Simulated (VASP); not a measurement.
Crystal: Ru.

```
Ru
1.0
     0.00000    1.89243    1.89243
     1.89243    0.00000    1.89243
     1.89243    1.89243    0.00000
Ru
1
Direct
  0.00000 0.00000 0.00000
```

```yaml
Program: VASP 6.6.1
Task: relaxation of cell and atoms
Functional: PBEsol
Potentials_or_basis: VASP PAW PBE potentials, release 64 (Ru_pv)
Cutoff: 600 eV
k_mesh: 14 × 14 × 14
Occupations: fermi-dirac, width 0.1 eV
Spin: no spin polarisation
```

At the start: pressure -4.0 GPa; volume 13.55 Å³/atom.

Task: Where does the relaxation end?

Result: Over 3 steps the energy falls by 2.0 meV/atom and the volume is 13.39 Å³/atom (-1.2 %); space group Fm-3m (No. 225, to 0.05 Å).

Step by step:
```csv
step,energy change (eV),largest force (eV/Å),pressure (GPa),volume (Å³)
1,0.0000,0.0000,-3.99,13.55
2,0.0184,0.0000,13.95,12.90
3,-0.0020,0.0000,-0.05,13.39
```

Final structure:
```xyz
1
Lattice="0.0000 1.8850 1.8850 1.8850 0.0000 1.8850 1.8850 1.8850 0.0000" Properties=species:S:1:pos:R:3 pbc="T T T"
Ru    0.0000    0.0000    0.0000
```

Caveat: the PAW data sets were made with another functional, which shifts forces and pressure a little.
